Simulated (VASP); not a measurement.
# GaN in VASP: further runs

Runs on GaN. Level: PBEsol. Tasks: single point.

All numbers are computed with VASP 6.6.1; they aren't measurements. Logs are shortened: lines on timing, memory, paths and dates and some standing lists are left out, and cuts for length are marked.

## Step 1: The cell of the first run

The cell holds a slab with vacuum, 12 atoms: a = 3.183 Å, b = 3.183 Å, c = 28.603 Å, α = 90.00°, β = 90.00°, γ = 120.00°.

## Step 2: Single point, PBEsol

INCAR reads:

```
SYSTEM = GaN
ALGO = Normal ; DIPOL = 0.5 0.5 0.500
EDIFF = 1E-7 ; ENCUT = 520
GGA = PS ; IDIPOL = 3
ISIF = 2 ; ISMEAR = 0
LASPH = .True. ; LCHARG = .True.
LDIPOL = .True. ; LELF = .True.
LREAL = .False. ; LVACPOTAV = .True.
LVHAR = .True. ; LWAVE = .False.
NBANDS = 66 ; NELM = 60
PREC = Accurate ; SIGMA = 0.05
```

KPOINTS reads:

```
k-points
0
Gamma
  9 9 1
  0 0 0
```

POSCAR reads:

```
GaN
1.0
    3.1825784921      0.0000000000      0.0000000000
   -1.5912892461      2.7561938237      0.0000000000
    0.0000000000      0.0000000000     28.6033856423
N Ga
6 6
Direct
    0.3333333333      0.6666666667      0.2622067224
    0.6666666667      0.3333333333      0.3528502941
    0.3333333333      0.6666666667      0.4434938658
    0.6666666667      0.3333333333      0.5341374375
    0.3333333333      0.6666666667      0.6247810091
    0.6666666667      0.3333333333      0.7154245808
    0.6666666667      0.3333333333      0.2845754192
    0.3333333333      0.6666666667      0.3752189909
    0.6666666667      0.3333333333      0.4658625625
    0.3333333333      0.6666666667      0.5565061342
    0.6666666667      0.3333333333      0.6471497059
    0.3333333333      0.6666666667      0.7377932776
```

Potentials or basis: VASP PAW PBE potentials, release 64 (N, Ga_d).

Run with:

```sh
$ cat potpaw_PBE.64/N/POTCAR potpaw_PBE.64/Ga_d/POTCAR > POTCAR
$ mpirun -np 1 vasp_std > vasp.out
```

OUTCAR:

```text
SYSTEM = GaN
   EDIFF = 1E-7
   ENCUT = 520
   GGA = PS
   ISIF = 2
   ISMEAR = 0
   LASPH = .True.
   LREAL = .False.
   NELM = 60
   PREC = Accurate

 ion  position               nearest neighbor table
   1  0.333  0.667  0.262-   7 1.95   7 1.95   7 1.95
   2  0.667  0.333  0.353-   8 1.95   8 1.95   8 1.95   7 1.95
   3  0.333  0.667  0.443-   9 1.95   9 1.95   9 1.95   8 1.95
   4  0.667  0.333  0.534-  10 1.95  10 1.95  10 1.95   9 1.95
   5  0.333  0.667  0.625-  11 1.95  11 1.95  11 1.95  10 1.95
   6  0.667  0.333  0.715-  12 1.95  12 1.95  12 1.95  11 1.95
   7  0.667  0.333  0.285-   1 1.95   1 1.95   1 1.95   2 1.95
   8  0.333  0.667  0.375-   2 1.95   2 1.95   2 1.95   3 1.95
   9  0.667  0.333  0.466-   3 1.95   3 1.95   3 1.95   4 1.95
  10  0.333  0.667  0.557-   4 1.95   4 1.95   4 1.95   5 1.95
  11  0.667  0.333  0.647-   5 1.95   5 1.95   5 1.95   6 1.95
  12  0.333  0.667  0.738-   6 1.95   6 1.95   6 1.95

  LATTYP: Found a hexagonal cell.
 ALAT       =     3.1825784921
 C/A-ratio  =     8.9874878855

  Lattice vectors:

 A1 = (   3.1825784921,   0.0000000000,   0.0000000000)
 A2 = (  -1.5912892461,   2.7561938237,   0.0000000000)
 A3 = (   0.0000000000,   0.0000000000,  28.6033856423)

Analysis of symmetry for initial positions (statically):
=====================================================================
 Subroutine PRICEL returns:
 Original cell was already a primitive cell.

 Routine SETGRP: Setting up the symmetry group for a
 hexagonal supercell.

 Subroutine GETGRP returns: Found  6 space group operations
 (whereof  6 operations were pure point group operations)
 out of a pool of 24 trial point group operations.

The static configuration has the point symmetry C_3v.

Analysis of symmetry for dynamics (positions and initial velocities):
=====================================================================
 Subroutine PRICEL returns:
 Original cell was already a primitive cell.

 Routine SETGRP: Setting up the symmetry group for a
 hexagonal supercell.

 Subroutine GETGRP returns: Found  6 space group operations
 (whereof  6 operations were pure point group operations)
 out of a pool of 24 trial point group operations.

The dynamic configuration has the point symmetry C_3v.

 Subroutine INISYM returns: Found  6 space group operations
 (whereof  6 operations are pure point group operations),
 and found     1 'primitive' translations

----------------------------------------------------------------------------------------

                                     Primitive cell

  volume of cell :     250.9033

  direct lattice vectors                    reciprocal lattice vectors
     3.182578492  0.000000000  0.000000000     0.314210632  0.181409593  0.000000000
    -1.591289246  2.756193824  0.000000000     0.000000000  0.362819186  0.000000000
     0.000000000  0.000000000 28.603385642     0.000000000  0.000000000  0.034960896

  length of vectors
     3.182578492  3.182578492 28.603385642     0.362819186  0.362819186  0.034960896

  position of ions in fractional coordinates (direct lattice)
     0.333333333  0.666666667  0.262206722
     0.666666667  0.333333333  0.352850294
     0.333333333  0.666666667  0.443493866
     0.666666667  0.333333333  0.534137438
     0.333333333  0.666666667  0.624781009
     0.666666667  0.333333333  0.715424581
     0.666666667  0.333333333  0.284575419
     0.333333333  0.666666667  0.375218991
     0.666666667  0.333333333  0.465862563
     0.333333333  0.666666667  0.556506134
     0.666666667  0.333333333  0.647149706
     0.333333333  0.666666667  0.737793278

  ion indices of the primitive-cell ions
   primitive index   ion index
                 1           1
                 2           2
                 3           3
                 4           4
                 5           5
                 6           6
                 7           7
                 8           8
                 9           9
                10          10
                11          11
                12          12

----------------------------------------------------------------------------------------

 KPOINTS: k-points

Automatic generation of k-mesh.
 Grid dimensions read from file:
 generate k-points for:    9    9    1

 Generating k-lattice:

  Cartesian coordinates                     Fractional coordinates (reciprocal lattice)
     0.034912292  0.020156621  0.000000000     0.111111111 -0.000000000  0.000000000
     0.000000000  0.040313243  0.000000000     0.000000000  0.111111111  0.000000000
     0.000000000  0.000000000  0.034960896     0.000000000  0.000000000  1.000000000

  Length of vectors
     0.040313243  0.040313243  0.034960896

  Shift w.r.t. Gamma in fractional coordinates (k-lattice)
     0.000000000  0.000000000  0.000000000

 Subroutine IBZKPT returns following result:
 ===========================================

 Found     12 irreducible k-points:

 Following reciprocal coordinates:
            Coordinates               Weight
  0.000000  0.000000  0.000000      1.000000
  0.111111  0.000000  0.000000      6.000000
  0.222222  0.000000  0.000000      6.000000
  0.333333 -0.000000  0.000000      6.000000
  0.444444  0.000000  0.000000      6.000000
  0.111111  0.111111  0.000000      6.000000
  0.222222  0.111111  0.000000     12.000000
  0.333333  0.111111  0.000000     12.000000
  0.444444  0.111111  0.000000      6.000000
  0.222222  0.222222  0.000000      6.000000
  0.333333  0.222222  0.000000     12.000000
  0.333333  0.333333  0.000000      2.000000
   k-points           NKPTS =     12   k-points in BZ     NKDIM =     12   number of bands    NBANDS=     66
   number of dos      NEDOS =    301   number of ions     NIONS =     12
   total plane-waves  NPLWV = 124416
   dimension x,y,z NGX =    24 NGY =   24 NGZ =  216
   dimension x,y,z NGXF=    48 NGYF=   48 NGZF=  432
   ions per type =               6   6
   NGX,Y,Z   is equivalent  to a cutoff of  12.54, 12.54, 12.55 a.u.
   NGXF,Y,Z  is equivalent  to a cutoff of  25.07, 25.07, 25.11 a.u.
 SYSTEM =  GaN
   PREC   = accura    normal or accurate (medium, high low for compatibility)
   ISTART =      0    job   : 0-new  1-cont  2-samecut
   ICHARG =      2    charge: 1-file 2-atom 10-const
   ISPIN  =      1    spin polarized calculation?
   LNONCOLLINEAR =      F non collinear calculations
   LSORBIT =      F    spin-orbit coupling
   LASPH  =      T    aspherical Exc in radial PAW
   ENCUT  =  520.0 eV  38.22 Ry    6.18 a.u.   5.92  5.92 53.18*2*pi/ulx,y,z
   NELM   =     60;   NELMIN=  2; NELMDL= -5     # of ELM steps
   EDIFF  = 0.1E-06   stopping-criterion for ELM
   LREAL  =      F    real-space projection
   EDIFFG = 0.1E-05   stopping-criterion for IOM
   NSW    =      0    number of steps for IOM
   IBRION =     -1    ionic relax: 0-MD 1-quasi-New 2-CG
   NFREE  =      0    steps in history (QN), initial steepest desc. (CG)
   ISIF   =      2    stress and relaxation
   ISYM   =      2    0-nonsym 1-usesym 2-fastsym
   POTIM  = 0.5000    time-step for ionic-motion
   TEBEG  =    0.0;   TEEND  =   0.0 temperature during run
   PSTRESS=    0.0 pullay stress
   NELECT =     108.0000    total number of electrons
   NUPDOWN=      -1.0000    fix difference up-down
   EMIN   =  10.00;   EMAX   =-10.00  energy-range for DOS
   EFERMI =   0.00;   METHOD = LEGACY
   ISMEAR =     0;   SIGMA  =   0.05  broadening in eV -4-tet -1-fermi 0-gaus
   EFERMI_NEDOS =   21; number of points for ismear=-14 and -15
   IALGO  =     38    algorithm
   IMIX   =      4    mixing-type and parameters
     AMIX     =   0.40;   BMIX     =  1.00
     AMIX_MAG =   1.60;   BMIX_MAG =  1.00
  volume/ion in A,a.u.               =      20.91       141.10
  Fermi-wavevector in a.u.,A,eV,Ry     =   1.236082  2.335856 20.788327  1.527899
  Thomas-Fermi vector in A             =   2.370705
   LORBIT       =      0    0 simple, 1 ext, 2 COOP (PROOUT), +10 PAW based schemes
   GGA     = PS    functional components
   LHFCALC =     F    Hartree Fock is set to
   AEXX    =    0.0000 exact exchange contribution
   IVDW    =     0    specifies the selected vdW correction
   LEPSILON=     F    determine dielectric tensor
   LRPA    =     F    only Hartree local field effects (RPA)
 non-spin polarized calculation
 Gauss-broadening in eV      SIGMA  =   0.05
  energy-cutoff  :      520.00
  volume of cell :      250.90
 maximum number of plane-waves:      6794
 NGX is ok and might be reduce to    24
   NGX = 11   NGY = 11   NGZ =107

 dipolmoment           0.000000      0.000000      0.106386 electrons x Angstroem

 number of electron     107.9999999 magnetization

 dipolmoment           0.000000      0.000000     -0.156628 electrons x Angstroem

 Free energy of the ion-electron system (eV)
  ---------------------------------------------------
  ext. energy  EPLUGINS =         0.00000000
  ---------------------------------------------------
  free energy    TOTEN  =       -75.10999991 eV

  energy without entropy =      -75.08847292  energy(sigma->0) =      -75.09923641

 E-fermi :   0.6541     XC(G=0):  -7.0971

 val. band max:        0.6533423888   @ k =   0.2222   0.2222   0.0000
 cond. band min:       0.6556680845   @ k =   0.1111   0.1111   0.0000
 fundamental gap:      0.0023256957
 Fermi energy:         0.6540689766

 k-point     1 :       0.0000    0.0000    0.0000
  band No.  band energies     occupation
      1     -17.0033      2.00000
      2     -16.4371      2.00000
      3     -15.9786      2.00000
      4     -15.5168      2.00000
      5     -14.9732      2.00000
      6     -14.9562      2.00000
[... 817 lines left out ...]
     65       7.8831      0.00000
     66       7.9860      0.00000

------------------------ aborting loop because EDIFF is reached ----------------------------------------

  FORCE on cell =-STRESS in cart. coord.  units (eV):
  Direction    XX          YY          ZZ          XY          YZ          ZX
  --------------------------------------------------------------------------------------
  -------------------------------------------------------------------------------------
  Total       -1.2664047     -1.2664047      1.2985578      0.0000000      0.0000000     -0.0000000
  in kB       -8.0868014     -8.0868014      8.2921197      0.0000000      0.0000000     -0.0000000
  external PRESSURE =      -2.6271611 kB  Pullay stress =       0.0000000 kB

 VOLUME and BASIS-vectors are now :
 -----------------------------------------------------------------------------
  energy-cutoff  :      520.00
  volume of cell :      250.90
      direct lattice vectors                 reciprocal lattice vectors
     3.182578492  0.000000000  0.000000000     0.314210632  0.181409593  0.000000000
    -1.591289246  2.756193824  0.000000000     0.000000000  0.362819186  0.000000000
     0.000000000  0.000000000 28.603385642     0.000000000  0.000000000  0.034960896

 POSITION                                       TOTAL-FORCE (eV/Angst)
 -----------------------------------------------------------------------------------
     -0.00000      1.83746      7.50000        -0.000000     -0.000000      1.502162
      1.59129      0.91873     10.09271         0.000000     -0.000000      0.829881
     -0.00000      1.83746     12.68543         0.000000      0.000000      0.492561
      1.59129      0.91873     15.27814        -0.000000     -0.000000      0.470877
     -0.00000      1.83746     17.87085        -0.000000      0.000000      0.425981
      1.59129      0.91873     20.46357         0.000000      0.000000      0.401202
      1.59129      0.91873      8.13982        -0.000000     -0.000000     -1.936904
     -0.00000      1.83746     10.73253         0.000000     -0.000000     -0.613564
      1.59129      0.91873     13.32525        -0.000000      0.000000     -0.474510
     -0.00000      1.83746     15.91796         0.000000     -0.000000     -0.480752
      1.59129      0.91873     18.51067        -0.000000     -0.000000     -0.697299
     -0.00000      1.83746     21.10339         0.000000     -0.000000      0.080366
 -----------------------------------------------------------------------------------
    total drift:                               -0.000002     -0.000003     -0.001855

  FREE ENERGIE OF THE ION-ELECTRON SYSTEM (eV)
  ---------------------------------------------------
  free  energy   TOTEN  =       -75.1099999057 eV

  energy  without entropy=      -75.0884729213  energy(sigma->0) =      -75.09923641

 vacuum level on the upper side and lower side of the slab         4.987         8.219
```

Wall time 11 min (1 thread of AMD EPYC 9R45 (Zen 5), shared host); peak memory 0.39 GiB.

What came out:

```
Free energy            : -75.1100 eV
Largest force          : 1.937 eV/Å
Band gap on the k mesh : zero (bands 54 and 55 overlap by 0.49 eV)
```

Forces in eV/Å, atoms in the order of the input:
```
N    0.000  0.000  1.502
N    0.000  0.000  0.830
N    0.000  0.000  0.493
N    0.000  0.000  0.471
N    0.000  0.000  0.426
N    0.000  0.000  0.401
Ga   0.000  0.000 -1.937
Ga   0.000  0.000 -0.614
Ga   0.000  0.000 -0.475
Ga   0.000  0.000 -0.481
Ga   0.000  0.000 -0.697
Ga   0.000  0.000  0.080
```

Levels at points of the mesh, in eV from the Fermi level:
| k point | band 51 | band 52 | band 53 | band 54 | band 55 | band 56 | band 57 | band 58 |
| --- | --- | --- | --- | --- | --- | --- | --- | --- |
| (0.00, 0.00, 0.00) | -0.70 | -0.70 | -0.21 | 0.45 | 0.45 | 1.56 | 2.44 | 2.61 |

Caveat: the PAW data sets were made with another functional, which shifts forces and pressure a little.

## Step 3: Single point, PBEsol

INCAR reads:

```
SYSTEM = GaN
PREC = Accurate
ENCUT = 520
EDIFF = 1E-6
ISMEAR = 0
SIGMA = 0.05
LREAL = .False.
LASPH = .True.
NELM = 100
ALGO = Normal
ISIF = 2
LWAVE = .False.
LCHARG = .False.
LDIPOL = .True.
IDIPOL = 3
DIPOL = 0.5 0.5 0.500
GGA = PS
NBANDS = 66
```

KPOINTS reads:

```
regular mesh
0
Gamma
  9 9 1
  0 0 0
```

POSCAR reads:

```
GaN
1.0
    3.1825784921      0.0000000000      0.0000000000
   -1.5912892461      2.7561938237      0.0000000000
    0.0000000000      0.0000000000     28.6033856423
N Ga
6 6
Direct
    0.3333333333      0.6666666667      0.2704212264
    0.6666666667      0.3333333333      0.3549369654
    0.3333333333      0.6666666667      0.4441036570
    0.6666666667      0.3333333333      0.5343396854
    0.3333333333      0.6666666667      0.6246606615
    0.6666666667      0.3333333333      0.7159020845
    0.6666666667      0.3333333333      0.2823397992
    0.3333333333      0.6666666667      0.3735201400
    0.6666666667      0.3333333333      0.4640478627
    0.3333333333      0.6666666667      0.5543777324
    0.6666666667      0.3333333333      0.6447956579
    0.3333333333      0.6666666667      0.7365545274
```

Potentials or basis: VASP PAW PBE potentials, release 64 (N, Ga_d).

Run with:

```sh
$ cat potpaw_PBE.64/N/POTCAR potpaw_PBE.64/Ga_d/POTCAR > POTCAR
$ mpirun -np 1 vasp_std > vasp.out
```

Wall time 8.2 min (1 thread of AMD EPYC 9R45 (Zen 5), shared host); peak memory 0.39 GiB.

It converged, with:

| Item | Value |
| --- | --- |
| Free energy | -75.4235 eV |
| Largest force | 0.027 eV/Å |
| Band gap on the k mesh | zero (bands 54 and 55 overlap by 0.10 eV) |

Forces in eV/Å, atoms in the order of the input:
```
N    0.000  0.000  0.016
N    0.000  0.000  0.015
N    0.000  0.000  0.004
N    0.000  0.000  0.001
N    0.000  0.000  0.009
N    0.000  0.000  0.012
Ga   0.000  0.000 -0.027
Ga   0.000  0.000 -0.005
Ga   0.000  0.000 -0.002
Ga   0.000  0.000 -0.003
Ga   0.000  0.000 -0.012
Ga   0.000  0.000 -0.008
```

Levels at points of the mesh, in eV from the Fermi level:
```
           k point  band 50  band 51  band 52  band 53  band 54  band 55  band 56  band 57  band 58  band 59
(0.00, 0.00, 0.00)    -0.91    -0.65    -0.65    -0.26     0.06     0.06     1.59     2.35     2.57     3.18
```

Caveat: the PAW data sets were made with another functional, which shifts forces and pressure a little.

## Step 4: Single point, PBEsol

INCAR reads:

```
PREC = Accurate
ENCUT = 520
EDIFF = 1E-6
ISMEAR = 0
SIGMA = 0.05
LREAL = F
LASPH = T
NELM = 60
ALGO = Normal
ISIF = 2
LWAVE = F
LCHARG = F
LDIPOL = T
IDIPOL = 3
DIPOL = 0.5 0.5 0.500
GGA = PS
NBANDS = 66
EFIELD = -0.6
```

KPOINTS reads:

```
regular mesh
0
Gamma
  9 9 1
```

POSCAR reads:

```
GaN
1.0
    3.1825784921      0.0000000000      0.0000000000
   -1.5912892461      2.7561938237      0.0000000000
    0.0000000000      0.0000000000     28.6033856423
N Ga
6 6
Direct
    0.3333333333      0.6666666667      0.2622067224
    0.6666666667      0.3333333333      0.3528502941
    0.3333333333      0.6666666667      0.4434938658
    0.6666666667      0.3333333333      0.5341374375
    0.3333333333      0.6666666667      0.6247810091
    0.6666666667      0.3333333333      0.7154245808
    0.6666666667      0.3333333333      0.2845754192
    0.3333333333      0.6666666667      0.3752189909
    0.6666666667      0.3333333333      0.4658625625
    0.3333333333      0.6666666667      0.5565061342
    0.6666666667      0.3333333333      0.6471497059
    0.3333333333      0.6666666667      0.7377932776
```

Run with:

```sh
$ cat potpaw_PBE.64/N/POTCAR potpaw_PBE.64/Ga_d/POTCAR > POTCAR
$ mpirun -np 1 vasp_std > vasp.out
```

Run time: 8.4 min. Hardware: 1 thread of AMD EPYC 9R45 (Zen 5), shared host; peak memory 0.39 GiB.

It converged, with:

| Property | Result |
| --- | --- |
| Free energy | -75.3482 eV |
| Largest force | 1.837 eV/Å |
| Band gap on the k mesh | zero (bands 54 and 55 overlap by 0.51 eV) |

Forces in eV/Å, atoms in the order of the input:
```
N    0.000  0.000  1.390
N    0.000  0.000  0.843
N    0.000  0.000  0.518
N    0.000  0.000  0.498
N    0.000  0.000  0.453
N    0.000  0.000  0.464
Ga   0.000  0.000 -1.837
Ga   0.000  0.000 -0.633
Ga   0.000  0.000 -0.502
Ga   0.000  0.000 -0.510
Ga   0.000  0.000 -0.732
Ga   0.000  0.000  0.048
```

Levels at points of the mesh, in eV from the Fermi level:
| k point | band 52 | band 53 | band 54 | band 55 | band 56 | band 57 |
| --- | --- | --- | --- | --- | --- | --- |
| (0.00, 0.00, 0.00) | -0.67 | -0.22 | 0.46 | 0.46 | 1.57 | 2.51 |

Caveat: the PAW data sets were made with another functional, which shifts forces and pressure a little.

## Step 5: Single point, PBEsol

INCAR reads:

```
  PREC = Accurate
  ENCUT = 520
  EDIFF = 1E-6
  ISMEAR = 1
  SIGMA = 0.2
  LREAL = F
  LASPH = T
  NELM = 80
  ALGO = Normal
  ISIF = 2
  LWAVE = F
  LCHARG = F
  LDIPOL = T
  IDIPOL = 3
  DIPOL = 0.5 0.5 0.500
  GGA = PS
  NBANDS = 66
```

KPOINTS reads:

```
Automatic mesh
0
Gamma
  9 9 1
```

POSCAR is that of step 4.

Run with:

```sh
$ cat potpaw_PBE.64/N/POTCAR potpaw_PBE.64/Ga_d/POTCAR > POTCAR
$ mpirun -np 1 vasp_std > vasp.out
```

Run time: 8 min. Hardware: 1 thread of AMD EPYC 9R45 (Zen 5), shared host; peak memory 0.38 GiB.

The run converged. Its results:

```yaml
Free_energy: -75.1250 eV
Largest_force: 1.952 eV/Å
Band_gap_on_the_k_mesh: zero (bands 54 and 55 overlap by 0.49 eV)
```

Forces on the atoms (eV/Å):
```
N    0.000  0.000  1.517
N    0.000  0.000  0.833
N    0.000  0.000  0.483
N    0.000  0.000  0.456
N    0.000  0.000  0.412
N    0.000  0.000  0.394
Ga   0.000  0.000 -1.952
Ga   0.000  0.000 -0.611
Ga   0.000  0.000 -0.463
Ga   0.000  0.000 -0.468
Ga   0.000  0.000 -0.687
Ga   0.000  0.000  0.085
```

Levels at points of the mesh, in eV from the Fermi level:
```csv
k point,band 52,band 53,band 54,band 55,band 56,band 57
"(0.00, 0.00, 0.00)",-0.74,-0.24,0.42,0.42,1.54,2.43
```

Caveat: the PAW data sets were made with another functional, which shifts forces and pressure a little.

## Step 6: The runs side by side

```tsv
cell	smearing	electric field (eV/Å)	gap on the mesh (eV)	largest force (eV/Å)
as given, atomic positions A	gaussian 0.05 eV	-	none	1.94
as given, atomic positions B	gaussian 0.05 eV	-	none	0.03
as given, atomic positions A	gaussian 0.05 eV	-0.6 eV/Å	none	1.84
as given, atomic positions A	methfessel-paxton 0.2 eV	-	none	1.95
```

Alike in all rows: task single point; level PBEsol; potentials or basis VASP PAW PBE potentials, release 64 (N, Ga_d); no spin polarisation; k mesh 9 × 9 × 1; cutoff (eV) 520.

Caveats: the PAW data sets were made with another functional, which shifts forces and pressure a little.

Absolute energies hang on the potentials; compare differences alone.

The gap in the log of VASP goes by the Fermi energy; the results here count the filled bands.